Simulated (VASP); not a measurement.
# SiNi2 (P6_3/mmc) in VASP: further runs, part 3 of 3

VASP 6.6.1.

## (6) Single point, PBEsol (equal strain along all axes, cell held: +4.0 %)

INCAR

```
PREC = Accurate
ENCUT = 520
EDIFF = 1E-6
ISMEAR = 0
SIGMA = 0.1
LREAL = False
LASPH = True
NELM = 80
ALGO = Fast
ISIF = 2
LWAVE = False
LCHARG = False
GGA = PS
NBANDS = 33
```

KPOINTS

```
regular mesh
0
Gamma
  12 12 8
```

POSCAR

```
SiNi2
1.0
    4.0232021272      0.0000000000      0.0000000000
   -2.0116010636      3.4841952467      0.0000000000
    0.0000000000      0.0000000000      5.1136646672
Si Ni
2 4
Direct
    0.3333333333      0.6666666667      0.7500000000
    0.6666666667      0.3333333333      0.2500000000
    0.0000000000      0.0000000000      0.0000000000
    0.0000000000      0.0000000000      0.5000000000
    0.3333333333      0.6666666667      0.2500000000
    0.6666666667      0.3333333333      0.7500000000
```

Potentials or basis: VASP PAW PBE potentials, release 64 (Si, Ni).

Launch:

```console
$ cat potpaw_PBE.64/Si/POTCAR potpaw_PBE.64/Ni/POTCAR > POTCAR
$ mpirun -np 1 vasp_std > vasp.out
```

OUTCAR:

```text
PREC = Accurate
   ENCUT = 520
   EDIFF = 1E-6
   ISMEAR = 0
   LREAL = False
   LASPH = True
   NELM = 80
   ISIF = 2
   GGA = PS

 ion  position               nearest neighbor table
   1  0.333  0.667  0.750-   6 2.32   6 2.32   6 2.32   5 2.56   5 2.56   3 2.65   4 2.65   4 2.65
                             3 2.65   4 2.65   3 2.65
   2  0.667  0.333  0.250-   5 2.32   5 2.32   5 2.32   6 2.56   6 2.56   3 2.65   4 2.65   3 2.65
                             4 2.65   3 2.65   4 2.65
   3  0.000  0.000  0.000-   4 2.56   4 2.56   1 2.65   5 2.65   6 2.65   2 2.65   1 2.65   5 2.65
                             2 2.65   6 2.65   2 2.65   6 2.65   1 2.65   5 2.65
   4  0.000  0.000  0.500-   3 2.56   3 2.56   1 2.65   5 2.65   6 2.65   2 2.65   1 2.65   5 2.65
                             2 2.65   6 2.65   2 2.65   6 2.65   1 2.65   5 2.65
   5  0.333  0.667  0.250-   2 2.32   2 2.32   2 2.32   1 2.56   1 2.56   3 2.65   4 2.65   4 2.65
                             3 2.65   4 2.65   3 2.65
   6  0.667  0.333  0.750-   1 2.32   1 2.32   1 2.32   2 2.56   2 2.56   3 2.65   4 2.65   3 2.65
                             4 2.65   3 2.65   4 2.65

  LATTYP: Found a hexagonal cell.
 ALAT       =     4.0232021272
 C/A-ratio  =     1.2710434389

  Lattice vectors:

 A1 = (   4.0232021272,   0.0000000000,   0.0000000000)
 A2 = (  -2.0116010636,   3.4841952467,   0.0000000000)
 A3 = (   0.0000000000,   0.0000000000,   5.1136646672)

Analysis of symmetry for initial positions (statically):
=====================================================================
 Subroutine PRICEL returns:
 Original cell was already a primitive cell.

 Routine SETGRP: Setting up the symmetry group for a
 hexagonal supercell.

 Subroutine GETGRP returns: Found 24 space group operations
 (whereof 12 operations were pure point group operations)
 out of a pool of 24 trial point group operations.

The static configuration has the point symmetry D_3d.
 The point group associated with its full space group is D_6h.

Analysis of symmetry for dynamics (positions and initial velocities):
=====================================================================
 Subroutine PRICEL returns:
 Original cell was already a primitive cell.

 Routine SETGRP: Setting up the symmetry group for a
 hexagonal supercell.

 Subroutine GETGRP returns: Found 24 space group operations
 (whereof 12 operations were pure point group operations)
 out of a pool of 24 trial point group operations.

The dynamic configuration has the point symmetry D_3d.
 The point group associated with its full space group is D_6h.

 Subroutine INISYM returns: Found 24 space group operations
 (whereof 12 operations are pure point group operations),
 and found     1 'primitive' translations

----------------------------------------------------------------------------------------

                                     Primitive cell

  volume of cell :      71.6814

  direct lattice vectors                    reciprocal lattice vectors
     4.023202127  0.000000000  0.000000000     0.248558230  0.143505161  0.000000000
    -2.011601064  3.484195247  0.000000000     0.000000000  0.287010322  0.000000000
     0.000000000  0.000000000  5.113664667     0.000000000  0.000000000  0.195554473

  length of vectors
[... 42 lines left out ...]

 Found     95 irreducible k-points:

 Following reciprocal coordinates:
            Coordinates               Weight
  0.000000  0.000000  0.000000      1.000000
  0.083333 -0.000000  0.000000      6.000000
  0.166667  0.000000  0.000000      6.000000
  0.250000  0.000000  0.000000      6.000000
  0.333333 -0.000000  0.000000      6.000000
  0.416667  0.000000  0.000000      6.000000
[... 16 lines left out ...]
  0.250000  0.000000  0.125000     12.000000
  0.333333 -0.000000  0.125000     12.000000
 [... further k-points ...]
   k-points           NKPTS =     95   k-points in BZ     NKDIM =     95   number of bands    NBANDS=     33
   number of dos      NEDOS =    301   number of ions     NIONS =      6
   total plane-waves  NPLWV =  36000
   dimension x,y,z NGX =    30 NGY =   30 NGZ =   40
   dimension x,y,z NGXF=    60 NGYF=   60 NGZF=   80
   ions per type =               2   4
   NGX,Y,Z   is equivalent  to a cutoff of  12.40, 12.40, 13.00 a.u.
   NGXF,Y,Z  is equivalent  to a cutoff of  24.79, 24.79, 26.01 a.u.
 SYSTEM =  unknown system
   PREC   = accura    normal or accurate (medium, high low for compatibility)
   ISTART =      0    job   : 0-new  1-cont  2-samecut
   ICHARG =      2    charge: 1-file 2-atom 10-const
   ISPIN  =      1    spin polarized calculation?
   LNONCOLLINEAR =      F non collinear calculations
   LSORBIT =      F    spin-orbit coupling
   LASPH  =      T    aspherical Exc in radial PAW
   ENCUT  =  520.0 eV  38.22 Ry    6.18 a.u.   7.48  7.48  9.51*2*pi/ulx,y,z
   NELM   =     80;   NELMIN=  2; NELMDL= -5     # of ELM steps
   EDIFF  = 0.1E-05   stopping-criterion for ELM
   LREAL  =      F    real-space projection
   EDIFFG = 0.1E-04   stopping-criterion for IOM
   NSW    =      0    number of steps for IOM
   IBRION =     -1    ionic relax: 0-MD 1-quasi-New 2-CG
   NFREE  =      0    steps in history (QN), initial steepest desc. (CG)
   ISIF   =      2    stress and relaxation
   ISYM   =      2    0-nonsym 1-usesym 2-fastsym
   POTIM  = 0.5000    time-step for ionic-motion
   TEBEG  =    0.0;   TEEND  =   0.0 temperature during run
   PSTRESS=    0.0 pullay stress
   NELECT =      48.0000    total number of electrons
   NUPDOWN=      -1.0000    fix difference up-down
   EMIN   =  10.00;   EMAX   =-10.00  energy-range for DOS
   EFERMI =   0.00;   METHOD = LEGACY
   ISMEAR =     0;   SIGMA  =   0.10  broadening in eV -4-tet -1-fermi 0-gaus
   EFERMI_NEDOS =   21; number of points for ismear=-14 and -15
   IALGO  =     68    algorithm
   IMIX   =      4    mixing-type and parameters
     AMIX     =   0.40;   BMIX     =  1.00
     AMIX_MAG =   1.60;   BMIX_MAG =  1.00
  volume/ion in A,a.u.               =      11.95        80.62
  Fermi-wavevector in a.u.,A,eV,Ry     =   1.432253  2.706566 27.910290  2.051348
  Thomas-Fermi vector in A             =   2.551901
   LORBIT       =      0    0 simple, 1 ext, 2 COOP (PROOUT), +10 PAW based schemes
   GGA     = PS    functional components
   LHFCALC =     F    Hartree Fock is set to
   AEXX    =    0.0000 exact exchange contribution
   IVDW    =     0    specifies the selected vdW correction
   LEPSILON=     F    determine dielectric tensor
   LRPA    =     F    only Hartree local field effects (RPA)
 non-spin polarized calculation
 RMM-DIIS sequential band-by-band and
 Gauss-broadening in eV      SIGMA  =   0.10
  energy-cutoff  :      520.00
  volume of cell :       71.68
 maximum number of plane-waves:      1962
 NGX is ok and might be reduce to    30
   NGX = 15   NGY = 15   NGZ = 19

 number of electron      47.9999971 magnetization

 Free energy of the ion-electron system (eV)
  ---------------------------------------------------
  ext. energy  EPLUGINS =         0.00000000
  ---------------------------------------------------
  free energy    TOTEN  =       -39.00455876 eV

  energy without entropy =      -38.98453475  energy(sigma->0) =      -38.99454675

 E-fermi :   9.6648     XC(G=0): -12.5945

 val. band max:        9.6548984219   @ k =   0.2500   0.2500   0.1250
 cond. band min:       9.6679829273   @ k =   0.2500   0.0833   0.2500
 fundamental gap:      0.0130845055
 Fermi energy:         9.6648371497

 k-point     1 :       0.0000    0.0000    0.0000
  band No.  band energies     occupation
      1      -2.1760      2.00000
      2       1.8713      2.00000
      3       3.8024      2.00000
      4       5.1653      2.00000
      5       5.1653      2.00000
      6       6.1774      2.00000
[... 853 lines left out ...]
     32      16.3129      0.00000
     33      17.3774      0.00000

 [... further k-points ...]
[... 5 lines left out ...]
  --------------------------------------------------------------------------------------
  -------------------------------------------------------------------------------------
  Total       -9.4604763     -9.4604763     -8.0716746      0.0000000      0.0000000      0.0000000
  in kB     -211.4545353   -211.4545353   -180.4129250      0.0000000      0.0000000      0.0000000
  external PRESSURE =    -201.1073319 kB  Pullay stress =       0.0000000 kB

 VOLUME and BASIS-vectors are now :
 -----------------------------------------------------------------------------
  energy-cutoff  :      520.00
  volume of cell :       71.68
      direct lattice vectors                 reciprocal lattice vectors
     4.023202127  0.000000000  0.000000000     0.248558230  0.143505161  0.000000000
    -2.011601064  3.484195247  0.000000000     0.000000000  0.287010322  0.000000000
     0.000000000  0.000000000  5.113664667     0.000000000  0.000000000  0.195554473

 POSITION                                       TOTAL-FORCE (eV/Angst)
 -----------------------------------------------------------------------------------
     -0.00000      2.32280      3.83525         0.000000     -0.000000      0.000000
      2.01160      1.16140      1.27842        -0.000000      0.000000      0.000000
      0.00000      0.00000      0.00000         0.000000     -0.000000      0.000000
      0.00000      0.00000      2.55683         0.000000     -0.000000      0.000000
     -0.00000      2.32280      1.27842         0.000000      0.000000      0.000000
      2.01160      1.16140      3.83525         0.000000     -0.000000      0.000000
 -----------------------------------------------------------------------------------
    total drift:                                0.000000     -0.000000      0.000000

  FREE ENERGIE OF THE ION-ELECTRON SYSTEM (eV)
  ---------------------------------------------------
  free  energy   TOTEN  =       -39.0045587601 eV

  energy  without entropy=      -38.9845347451  energy(sigma->0) =      -38.99454675
```

OSZICAR:

```text
N       E                     dE             d eps       ncg     rms          rms(c)
DAV:   1     0.307495769988E+03    0.30750E+03   -0.20710E+04  6302   0.181E+03
DAV:   2    -0.224617425132E+02   -0.32996E+03   -0.31313E+03  6270   0.359E+02
DAV:   3    -0.439381137791E+02   -0.21476E+02   -0.20201E+02  7117   0.117E+02
DAV:   4    -0.444920371387E+02   -0.55392E+00   -0.55093E+00  7411   0.168E+01
DAV:   5    -0.445118626794E+02   -0.19826E-01   -0.19818E-01  7833   0.295E+00    0.230E+01
RMM:   6    -0.475654438757E+02   -0.30536E+01   -0.83168E+01  6777   0.899E+01    0.282E+01
RMM:   7    -0.391147163471E+02    0.84507E+01   -0.23641E+01  6290   0.509E+01    0.485E+00
RMM:   8    -0.400393004490E+02   -0.92458E+00   -0.20310E+00  6484   0.126E+01    0.116E+01
RMM:   9    -0.390120905651E+02    0.10272E+01   -0.10367E+00  6440   0.103E+01    0.110E+00
RMM:  10    -0.390058254572E+02    0.62651E-02   -0.96620E-02  6630   0.164E+00    0.597E-01
RMM:  11    -0.390038835551E+02    0.19419E-02   -0.22532E-02  7248   0.129E+00    0.253E-01
RMM:  12    -0.390044970966E+02   -0.61354E-03   -0.68096E-03  7720   0.456E-01    0.171E-01
RMM:  13    -0.390046311685E+02   -0.13407E-03   -0.16094E-03  8964   0.204E-01    0.107E-01
RMM:  14    -0.390045706120E+02    0.60556E-04   -0.44496E-04  6831   0.192E-01    0.414E-02
RMM:  15    -0.390045564403E+02    0.14172E-04   -0.72470E-05  7153   0.886E-02    0.123E-02
RMM:  16    -0.390045586084E+02   -0.21682E-05   -0.21940E-05  8269   0.225E-02    0.655E-03
RMM:  17    -0.390045587601E+02   -0.15167E-06   -0.15453E-06  4386   0.835E-03
   1 F= -.39004559E+02 E0= -.38994547E+02  d E =-.200240E-01
```

stdout:

```text
POSCAR found type information on POSCAR SiNi
 POSCAR found :  2 types and       6 ions
 scaLAPACK will be used
 -----------------------------------------------------------------------------
|                                                                             |
|                                                                             |
|     You enforced a specific xc type in the INCAR file but a different       |
|     I HOPE YOU KNOW WHAT YOU ARE DOING!                                     |
|                                                                             |
 -----------------------------------------------------------------------------

 LDA part: xc-table for (Slater+PW92), standard interpolation
 POSCAR, INCAR and KPOINTS ok, starting setup
 FFT: planning ... GRIDC
 FFT: planning ... GRID_SOFT
 FFT: planning ... GRID
 WAVECAR not read
 entering main loop
```

It took 3.5 min on 1 thread of Intel Xeon Platinum 8488C (Sapphire Rapids), shared host; peak memory 0.3 GiB.

What came out:

```yaml
Free_energy: -39.0046 eV
Pressure: -20.1 GPa
Band_gap_on_the_k_mesh: zero (band 24 reaches 12.00 eV, above the bottom of band 25 at 9.16 eV)
```

Caveat: the cell differs from its parent crystal (equal strain along all axes, cell held: +4.0 %); the PAW data sets were made with another functional, which shifts forces and pressure a little. Spin polarisation is off, so any magnetic state and its effect on volume and gap are missing.

## (7) The runs side by side

```tsv
cell	further INCAR settings	gap on the mesh (eV)	pressure (GPa)
a = 3.714, b = 3.714, c = 4.720 Å, angles 90.0, 90.0, 120.0°, 6 atoms	ALGO = Fast; EDIFF = 1e-06; NBANDS = 33	none	37.7
a = 3.791, b = 3.791, c = 4.819 Å, angles 90.0, 90.0, 120.0°, 6 atoms	ALGO = Fast; EDIFF = 1e-06; NBANDS = 33	none	16.2
a = 3.868, b = 3.868, c = 4.917 Å, angles 90.0, 90.0, 120.0°, 6 atoms	ALGO = Fast; EDIFF = 1e-06; NBANDS = 33	none	0.3
a = 3.946, b = 3.946, c = 5.015 Å, angles 90.0, 90.0, 120.0°, 6 atoms	ALGO = Fast; EDIFF = 1e-07; NBANDS = 33	none	-11.5
a = 4.023, b = 4.023, c = 5.114 Å, angles 90.0, 90.0, 120.0°, 6 atoms	ALGO = Fast; EDIFF = 1e-06; NBANDS = 33	none	-20.1
```

Alike in all rows: task single point; level PBEsol; potentials or basis VASP PAW PBE potentials, release 64 (Si, Ni); no spin polarisation; k mesh 12 × 12 × 8; cutoff (eV) 520; smearing gaussian 0.1 eV.

Caveats: the PAW data sets were made with another functional, which shifts forces and pressure a little.

Absolute energies hang on the potentials; compare differences alone.
